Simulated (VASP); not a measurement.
A run of VASP 6.6.1 is set up as follows.

INCAR

```
SYSTEM = Pt
  ALGO = Normal
  EDIFF = 1E-7
  ENCUT = 520
  GGA = PE
  ISIF = 2
  ISMEAR = -1
  LASPH = .True.
  LCHARG = .False.
  LREAL = .False.
  LWAVE = .False.
  NBANDS = 11
  NELM = 60
  PREC = Accurate
  SIGMA = 0.1
```

Contents of KPOINTS:

```
k-points
0
Gamma
  22 22 22
  0 0 0
```

POSCAR

```
Pt
1.0
    0.0000000000      1.9313461538      1.9313461538
    1.9313461538      0.0000000000      1.9313461538
    1.9313461538      1.9313461538      0.0000000000
Pt
1
Direct
    0.0000000000      0.0000000000      0.0000000000
```

Potentials or basis: VASP PAW PBE potentials, release 64 (Pt).

Run with:

```sh
$ cat potpaw_PBE.64/Pt/POTCAR > POTCAR
$ mpirun -np 1 vasp_std > vasp.out
```

Q: Estimate the pressure.

A: 25.3 GPa.

Q: Estimate the band gap on the k mesh.

A: Zero (band 5 reaches 12.72 eV, above the bottom of band 6 at 10.29 eV).

Caveat: spin-orbit coupling is left out, which moves the levels of the heavy elements.
